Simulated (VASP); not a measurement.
A run of VASP 6.6.1 is set up as follows.

INCAR

```
PREC = Accurate
ENCUT = 520
EDIFF = 1E-6
ISMEAR = -1
SIGMA = 0.05
LREAL = False
LASPH = True
NELM = 150
ALGO = Fast
ISIF = 2
LWAVE = False
LCHARG = False
ISPIN = 2
MAGMOM = 3
LORBIT = 11
LMAXMIX = 4
GGA = PE
NBANDS = 14
```

Contents of KPOINTS:

```
regular mesh
0
Gamma
  13 13 13
```

Contents of POSCAR:

```
Fe
1.0
    0.0000000000      1.9996518373      1.9997325530
    1.4140261885      0.0000000000      1.9997325530
    1.4140261885      1.9996518373      0.0000000000
Fe
1
Direct
    0.0000000000      0.0000000000      0.0000000000
```

Potentials or basis: VASP PAW PBE potentials, release 64 (Fe).

The run is started by

```sh
$ cat potpaw_PBE.64/Fe/POTCAR > POTCAR
$ mpirun -np 1 vasp_std > vasp.out
```

What does it give for the site moments?

Fe +2.13 μB.

What does it give for the pressure?

-0.2 GPa.

Predict the net moment.

2.13 μB per cell.
